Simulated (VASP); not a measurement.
# Si (P6/mmm) in VASP: a series of runs

Runs on Si. Level: r2SCAN. Tasks: single point.

Program: VASP 6.6.1. These are calculated values, not measurements. Logs are shortened: lines on timing, memory, paths and dates and some standing lists are left out, and cuts for length are marked.

## Step 1: The cell of the first run

It takes space group P6/mmm (No. 191, hexagonal). Conventional cell: a = 2.514 Å, b = 2.514 Å, c = 2.401 Å, α = 90.00°, β = 90.00°, γ = 120.00°. Within 3.2 Å of Si (site symmetry 6/mmm) lie 8 Si at 2.40 to 2.51 Å.

This isn't the form of Si at room conditions, which is diamond.

## Step 2: Single point, r2SCAN (13.14 Å³/atom)

File POSCAR:

```
Si
1.0
    2.5135656274      0.0000000000      0.0000000000
   -1.2567828137      2.1768116874      0.0000000000
    0.0000000000      0.0000000000      2.4007400521
Si
1
Direct
    0.0000000000      0.0000000000      0.0000000000
```

File INCAR.step1:

```
SYSTEM = Si
ALGO = Normal
EDIFF = 1E-4
ENCUT = 520
GGA = PE
ISMEAR = 0
LASPH = .True.
LCHARG = .False.
LREAL = .False.
LWAVE = .True.
NBANDS = 8
NELM = 60
PREC = Accurate
SIGMA = 0.1
```

File INCAR.step2:

```
SYSTEM = Si
ALGO = Normal
EDIFF = 1E-6
ENCUT = 520
ISIF = 2
ISMEAR = 0
ISTART = 1
LASPH = .True.
LCHARG = .False.
LMIXTAU = .True.
LREAL = .False.
LWAVE = .False.
METAGGA = R2SCAN
NBANDS = 8
NELM = 60
PREC = Accurate
SIGMA = 0.1
```

File KPOINTS:

```
k-points
0
Gamma
  18 18 16
  0 0 0
```

Potentials or basis: VASP PAW PBE potentials, release 64 (Si).

Started as:

```
> cat potpaw_PBE.64/Si/POTCAR > POTCAR
> cp INCAR.step1 INCAR
> mpirun -np 1 vasp_std > vasp.out
> cp INCAR.step2 INCAR
> mpirun -np 1 vasp_std > vasp.out
```

OUTCAR:

```text
SYSTEM = Si
   EDIFF = 1E-6
   ENCUT = 520
   ISIF = 2
   ISMEAR = 0
   ISTART = 1
   LASPH = .True.
   LREAL = .False.
   METAGGA = R2SCAN
   NELM = 60
   PREC = Accurate

 ion  position               nearest neighbor table
   1  0.000  0.000  0.000-

  LATTYP: Found a hexagonal cell.
 ALAT       =     2.5135656274
 C/A-ratio  =     0.9551133362

  Lattice vectors:

 A1 = (   2.5135656274,   0.0000000000,   0.0000000000)
 A2 = (  -1.2567828137,   2.1768116874,   0.0000000000)
 A3 = (   0.0000000000,   0.0000000000,   2.4007400521)

Analysis of symmetry for initial positions (statically):
=====================================================================
 Subroutine PRICEL returns:
 Original cell was already a primitive cell.

 Routine SETGRP: Setting up the symmetry group for a
 hexagonal supercell.

 Subroutine GETGRP returns: Found 24 space group operations
 (whereof 24 operations were pure point group operations)
 out of a pool of 24 trial point group operations.

The static configuration has the point symmetry D_6h.

Analysis of symmetry for dynamics (positions and initial velocities):
=====================================================================
 Subroutine PRICEL returns:
 Original cell was already a primitive cell.

 Routine SETGRP: Setting up the symmetry group for a
 hexagonal supercell.

 Subroutine GETGRP returns: Found 24 space group operations
 (whereof 24 operations were pure point group operations)
 out of a pool of 24 trial point group operations.

The dynamic configuration has the point symmetry D_6h.

 Subroutine INISYM returns: Found 24 space group operations
 (whereof 24 operations are pure point group operations),
 and found     1 'primitive' translations

----------------------------------------------------------------------------------------

                                     Primitive cell

  volume of cell :      13.1358

  direct lattice vectors                    reciprocal lattice vectors
     2.513565627  0.000000000  0.000000000     0.397841214  0.229693732  0.000000000
    -1.256782814  2.176811687  0.000000000     0.000000000  0.459387464  0.000000000
     0.000000000  0.000000000  2.400740052     0.000000000  0.000000000  0.416538225

  length of vectors
     2.513565627  2.513565627  2.400740052     0.459387464  0.459387464  0.416538225

  position of ions in fractional coordinates (direct lattice)
     0.000000000  0.000000000  0.000000000

  ion indices of the primitive-cell ions
   primitive index   ion index
                 1           1

----------------------------------------------------------------------------------------

 KPOINTS: k-points

Automatic generation of k-mesh.
 Grid dimensions read from file:
 generate k-points for:   18   18   16

 Generating k-lattice:

  Cartesian coordinates                     Fractional coordinates (reciprocal lattice)
     0.022102290  0.012760763  0.000000000     0.055555556  0.000000000  0.000000000
     0.000000000  0.025521526  0.000000000     0.000000000  0.055555556  0.000000000
     0.000000000  0.000000000  0.026033639     0.000000000  0.000000000  0.062500000

  Length of vectors
     0.025521526  0.025521526  0.026033639

  Shift w.r.t. Gamma in fractional coordinates (k-lattice)
     0.000000000  0.000000000  0.000000000

 Subroutine IBZKPT returns following result:
 ===========================================

 Found    333 irreducible k-points:

 Following reciprocal coordinates:
            Coordinates               Weight
  0.000000  0.000000  0.000000      1.000000
  0.055556 -0.000000  0.000000      6.000000
  0.111111 -0.000000  0.000000      6.000000
  0.166667 -0.000000  0.000000      6.000000
  0.222222 -0.000000  0.000000      6.000000
  0.277778 -0.000000  0.000000      6.000000
[... 16 lines left out ...]
  0.333333  0.111111  0.000000     12.000000
  0.388889  0.111111  0.000000     12.000000
 [... further k-points ...]
   k-points           NKPTS =    333   k-points in BZ     NKDIM =    333   number of bands    NBANDS=      8
   number of dos      NEDOS =    301   number of ions     NIONS =      1
   total plane-waves  NPLWV =   7200
   dimension x,y,z NGX =    20 NGY =   20 NGZ =   18
   dimension x,y,z NGXF=    40 NGYF=   40 NGZF=   36
   ions per type =               1
   NGX,Y,Z   is equivalent  to a cutoff of  13.23, 13.23, 12.46 a.u.
   NGXF,Y,Z  is equivalent  to a cutoff of  26.46, 26.46, 24.93 a.u.
 SYSTEM =  Si
   PREC   = accura    normal or accurate (medium, high low for compatibility)
   ISTART =      1    job   : 0-new  1-cont  2-samecut
   ICHARG =      0    charge: 1-file 2-atom 10-const
   ISPIN  =      1    spin polarized calculation?
   LNONCOLLINEAR =      F non collinear calculations
   LSORBIT =      F    spin-orbit coupling
   LASPH  =      T    aspherical Exc in radial PAW
   ENCUT  =  520.0 eV  38.22 Ry    6.18 a.u.   4.67  4.67  4.46*2*pi/ulx,y,z
   NELM   =     60;   NELMIN=  2; NELMDL=  0     # of ELM steps
   EDIFF  = 0.1E-05   stopping-criterion for ELM
   LREAL  =      F    real-space projection
   EDIFFG = 0.1E-04   stopping-criterion for IOM
   NSW    =      0    number of steps for IOM
   IBRION =     -1    ionic relax: 0-MD 1-quasi-New 2-CG
   NFREE  =      0    steps in history (QN), initial steepest desc. (CG)
   ISIF   =      2    stress and relaxation
   ISYM   =      2    0-nonsym 1-usesym 2-fastsym
   POTIM  = 0.5000    time-step for ionic-motion
   TEBEG  =    0.0;   TEEND  =   0.0 temperature during run
   PSTRESS=    0.0 pullay stress
   NELECT =       4.0000    total number of electrons
   NUPDOWN=      -1.0000    fix difference up-down
   EMIN   =  10.00;   EMAX   =-10.00  energy-range for DOS
   EFERMI =   0.00;   METHOD = LEGACY
   ISMEAR =     0;   SIGMA  =   0.10  broadening in eV -4-tet -1-fermi 0-gaus
   EFERMI_NEDOS =   21; number of points for ismear=-14 and -15
   IALGO  =     38    algorithm
   IMIX   =      4    mixing-type and parameters
     AMIX     =   0.40;   BMIX     =  1.00
     AMIX_MAG =   1.60;   BMIX_MAG =  1.00
  volume/ion in A,a.u.               =      13.14        88.64
  Fermi-wavevector in a.u.,A,eV,Ry     =   1.101394  2.081333 16.504806  1.213069
  Thomas-Fermi vector in A             =   2.237821
   LORBIT       =      0    0 simple, 1 ext, 2 COOP (PROOUT), +10 PAW based schemes
   METAGGA = R2SCAN    functional components
   LHFCALC =     F    Hartree Fock is set to
   AEXX    =    0.0000 exact exchange contribution
   IVDW    =     0    specifies the selected vdW correction
   LEPSILON=     F    determine dielectric tensor
   LRPA    =     F    only Hartree local field effects (RPA)
 non-spin polarized calculation
 Gauss-broadening in eV      SIGMA  =   0.10
  energy-cutoff  :      520.00
  volume of cell :       13.14
 maximum number of plane-waves:       369
 NGX is ok and might be reduce to    20
   NGX =  9   NGY =  9   NGZ =  9

 number of electron       4.0000000 magnetization

 Free energy of the ion-electron system (eV)
  ---------------------------------------------------
  ext. energy  EPLUGINS =         0.00000000
  ---------------------------------------------------
  free energy    TOTEN  =        -8.23437551 eV

  energy without entropy =       -8.23258066  energy(sigma->0) =       -8.23347809

 E-fermi :  11.2355     XC(G=0): -12.1658

 val. band max:       11.2309945183   @ k =   0.2222   0.1111   0.2500
 cond. band min:      11.2436643908   @ k =   0.3889   0.0556   0.4375
 fundamental gap:      0.0126698725
 Fermi energy:        11.2355306763

 k-point     1 :       0.0000    0.0000    0.0000
  band No.  band energies     occupation
      1      -4.7952      2.00000
      2      19.0011      0.00000
      3      19.9526      0.00000
      4      23.9580      0.00000
      5      23.9580      0.00000
      6      24.8688      0.00000
      7      24.8688      0.00000
      8      30.8559      0.00000

 k-point     2 :       0.0556   -0.0000    0.0000
  band No.  band energies     occupation
      1      -4.6954      2.00000
      2      18.7906      0.00000
      3      20.0371      0.00000
      4      22.6074      0.00000
      5      22.8968      0.00000
      6      25.3492      0.00000
      7      26.1001      0.00000
      8      31.9648      0.00000

 k-point     3 :       0.1111   -0.0000    0.0000
  band No.  band energies     occupation
      1      -4.3961      2.00000
      2      17.8742      0.00000
      3      20.2905      0.00000
      4      20.9752      0.00000
      5      21.6500      0.00000
      6      25.5391      0.00000
      7      27.8558      0.00000
      8      34.3247      0.00000

 k-point     4 :       0.1667   -0.0000    0.0000
  band No.  band energies     occupation
      1      -3.8983      2.00000
      2      15.9736      0.00000
      3      20.0990      0.00000
      4      20.5533      0.00000
      5      20.7125      0.00000
      6      25.6839      0.00000
      7      29.7951      0.00000
      8      36.1810      0.00000

 k-point     5 :       0.2222   -0.0000    0.0000
  band No.  band energies     occupation
      1      -3.2037      2.00000
      2      13.6535      0.00000
      3      19.5960      0.00000
      4      19.6225      0.00000
      5      21.3026      0.00000
      6      26.0254      0.00000
      7      31.8922      0.00000
      8      35.7843      0.00000
[... 177 lines left out ...]
 k-point    22 :       0.2778    0.1111    0.0000
  band No.  band energies     occupation
      1      -0.9393      2.00000
      2       9.3168      2.00000
      3      14.2070      0.00000
      4      22.7196      0.00000
      5      23.2294      0.00000
      6      28.0715      0.00000
      7      32.1127      0.00000
      8      34.2927      0.00000

 k-point    23 :       0.3333    0.1111    0.0000
  band No.  band energies     occupation
      1       0.3284      2.00000
      2       7.1933      2.00000
      3      13.7732      0.00000
      4      22.6481      0.00000
      5      24.3012      0.00000
      6      29.0685      0.00000
      7      30.3601      0.00000
      8      34.9470      0.00000

 k-point    24 :       0.3889    0.1111    0.0000
  band No.  band energies     occupation
      1       1.7795      2.00000
      2       5.2235      2.00000
      3      13.5127      0.00000
      4      22.5722      0.00000
      5      25.4900      0.00000
      6      28.7458      0.00000
      7      30.3046      0.00000
      8      33.6029      0.00000

 [... further k-points ...]
[... 5 lines left out ...]
  --------------------------------------------------------------------------------------
  -------------------------------------------------------------------------------------
  Total        1.5592497      1.5592497      1.5478524      0.0000000      0.0000000      0.0000000
  in kB      190.1822631    190.1822631    188.7921341      0.0000000      0.0000000      0.0000000
  external PRESSURE =     189.7188868 kB  Pullay stress =       0.0000000 kB

 VOLUME and BASIS-vectors are now :
 -----------------------------------------------------------------------------
  energy-cutoff  :      520.00
  volume of cell :       13.14
      direct lattice vectors                 reciprocal lattice vectors
     2.513565627  0.000000000  0.000000000     0.397841214  0.229693732  0.000000000
    -1.256782814  2.176811687  0.000000000     0.000000000  0.459387464  0.000000000
     0.000000000  0.000000000  2.400740052     0.000000000  0.000000000  0.416538225

 POSITION                                       TOTAL-FORCE (eV/Angst)
 -----------------------------------------------------------------------------------
      0.00000      0.00000      0.00000         0.000000      0.000000      0.000000
 -----------------------------------------------------------------------------------
    total drift:                                0.000000      0.000000      0.000000

  FREE ENERGIE OF THE ION-ELECTRON SYSTEM (eV)
  ---------------------------------------------------
  free  energy   TOTEN  =        -8.2343755140 eV

  energy  without entropy=       -8.2325806564  energy(sigma->0) =       -8.23347809
```

Run time: 66 s. Hardware: 1 thread of AMD EPYC 9R45 (Zen 5), shared host; peak memory 0.11 GiB.

What came out:

* Free energy: -8.2344 eV
* Pressure: 19.0 GPa
* Band gap on the k mesh: zero (bands 2 and 3 overlap by 13.21 eV)

Caveat: the cell stands under pressure; the PAW data sets were made with another functional, which shifts forces and pressure a little.

## Step 3: Single point, r2SCAN (13.58 Å³/atom)

This run uses another cell than the first one, of 13.58 Å³/atom.

File POSCAR:

```
Si
1.0
    2.5429663946      0.0000000000      0.0000000000
   -1.2714831973      2.2022734987      0.0000000000
    0.0000000000      0.0000000000      2.4255100242
Si
1
Direct
    0.0000000000      0.0000000000      0.0000000000
```

File INCAR.step1:

```
PREC = Accurate
ENCUT = 520
ISMEAR = 0
SIGMA = 0.1
LREAL = False
LASPH = True
NELM = 80
NBANDS = 8
GGA = PE
ALGO = Normal
EDIFF = 1E-4
LWAVE = True
LCHARG = False
```

File INCAR.step2:

```
PREC = Accurate
ENCUT = 520
EDIFF = 1E-6
ISMEAR = 0
SIGMA = 0.1
LREAL = False
LASPH = True
NELM = 80
ALGO = Normal
ISIF = 2
LWAVE = False
LCHARG = False
METAGGA = R2SCAN
LMIXTAU = True
NBANDS = 8
ISTART = 1
```

File KPOINTS:

```
regular mesh
0
Gamma
  18 18 16
```

Potentials or basis: VASP PAW PBE potentials, release 64 (Si).

Started as:

```
> cat potpaw_PBE.64/Si/POTCAR > POTCAR
> cp INCAR.step1 INCAR
> mpirun -np 1 vasp_std > vasp.out
> cp INCAR.step2 INCAR
> mpirun -np 1 vasp_std > vasp.out
```

OUTCAR:

```text
PREC = Accurate
   ENCUT = 520
   EDIFF = 1E-6
   ISMEAR = 0
   LREAL = False
   LASPH = True
   NELM = 80
   ISIF = 2
   METAGGA = R2SCAN
   ISTART = 1

 ion  position               nearest neighbor table
   1  0.000  0.000  0.000-

  LATTYP: Found a hexagonal cell.
 ALAT       =     2.5429663946
 C/A-ratio  =     0.9538112770

  Lattice vectors:

 A1 = (   2.5429663946,   0.0000000000,   0.0000000000)
 A2 = (  -1.2714831973,   2.2022734987,   0.0000000000)
 A3 = (   0.0000000000,   0.0000000000,   2.4255100242)

Analysis of symmetry for initial positions (statically):
=====================================================================
 Subroutine PRICEL returns:
 Original cell was already a primitive cell.

 Routine SETGRP: Setting up the symmetry group for a
 hexagonal supercell.

 Subroutine GETGRP returns: Found 24 space group operations
 (whereof 24 operations were pure point group operations)
 out of a pool of 24 trial point group operations.

The static configuration has the point symmetry D_6h.

Analysis of symmetry for dynamics (positions and initial velocities):
[... 155 lines left out ...]

  energy without entropy =       -8.27698509  energy(sigma->0) =       -8.27789757

 E-fermi :  10.7651     XC(G=0): -12.0110

 val. band max:       10.7363740076   @ k =   0.2222   0.1667   0.2500
 cond. band min:      10.7702735545   @ k =   0.3889   0.2222   0.3125
 fundamental gap:      0.0338995469
 Fermi energy:        10.7651025986

 k-point     1 :       0.0000    0.0000    0.0000
  band No.  band energies     occupation
      1      -4.9270      2.00000
      2      18.5278      0.00000
      3      19.2819      0.00000
      4      23.0273      0.00000
      5      23.0273      0.00000
      6      24.2361      0.00000
      7      24.2361      0.00000
      8      30.1498      0.00000
[... 243 lines left out ...]
 k-point    24 :       0.3889    0.1111    0.0000
  band No.  band energies     occupation
      1       1.4951      2.00000
      2       4.8769      2.00000
      3      12.9943      0.00000
      4      21.9101      0.00000
      5      24.6516      0.00000
      6      27.9876      0.00000
      7      29.4332      0.00000
      8      32.7587      0.00000

 [... further k-points ...]
[... 5 lines left out ...]
  --------------------------------------------------------------------------------------
  -------------------------------------------------------------------------------------
  Total        1.1032783      1.1032783      1.0923051      0.0000000      0.0000000      0.0000000
  in kB      130.1309801    130.1309801    128.8367011      0.0000000      0.0000000      0.0000000
  external PRESSURE =     129.6995537 kB  Pullay stress =       0.0000000 kB

 VOLUME and BASIS-vectors are now :
 -----------------------------------------------------------------------------
  energy-cutoff  :      520.00
  volume of cell :       13.58
      direct lattice vectors                 reciprocal lattice vectors
     2.542966395  0.000000000  0.000000000     0.393241532  0.227038104  0.000000000
    -1.271483197  2.202273499  0.000000000     0.000000000  0.454076208  0.000000000
     0.000000000  0.000000000  2.425510024     0.000000000  0.000000000  0.412284423

 POSITION                                       TOTAL-FORCE (eV/Angst)
 -----------------------------------------------------------------------------------
      0.00000      0.00000      0.00000        -0.000000      0.000000      0.000000
 -----------------------------------------------------------------------------------
    total drift:                                0.000000      0.000000      0.000000

  FREE ENERGIE OF THE ION-ELECTRON SYSTEM (eV)
  ---------------------------------------------------
  free  energy   TOTEN  =        -8.2788100596 eV

  energy  without entropy=       -8.2769850860  energy(sigma->0) =       -8.27789757
```

OUTCAR.step1:

```text
PREC = Accurate
   ENCUT = 520
   ISMEAR = 0
   LREAL = False
   LASPH = True
   NELM = 80
[... 480 lines left out ...]

 POSITION                                       TOTAL-FORCE (eV/Angst)
 -----------------------------------------------------------------------------------
      0.00000      0.00000      0.00000         0.000000      0.000000      0.000000
 -----------------------------------------------------------------------------------
    total drift:                                0.000000      0.000000     -0.000000

  FREE ENERGIE OF THE ION-ELECTRON SYSTEM (eV)
  ---------------------------------------------------
  free  energy   TOTEN  =        -5.0565874272 eV

  energy  without entropy=       -5.0547792819  energy(sigma->0) =       -5.05568335
```

It took 65 s on 1 thread of AMD EPYC 9R45 (Zen 5), shared host; peak memory 0.11 GiB.

What came out:

```
Free energy            : -8.2788 eV
Pressure               : 13.0 GPa
Band gap on the k mesh : zero (bands 2 and 3 overlap by 13.02 eV)
```

Levels at points of the mesh, in eV from the Fermi level:
```csv
k point,band 1,band 2,band 3,band 4,band 5,band 6,band 7
"(0.00, 0.00, 0.00)",-15.69,7.76,8.52,12.26,12.26,13.47,13.47
"(0.50, 0.00, 0.00)",-8.13,-7.76,6.06,7.02,14.47,16.03,19.30
"(0.00, 0.00, 0.50)",-10.30,-8.21,16.40,16.40,16.55,16.55,18.27
"(0.50, 0.00, 0.50)",-3.58,-2.36,-1.70,1.33,10.25,13.60,14.10
```

Caveat: the cell stands under pressure; the PAW data sets were made with another functional, which shifts forces and pressure a little.

The gap in the log of VASP goes by the Fermi energy; the results here count the filled bands.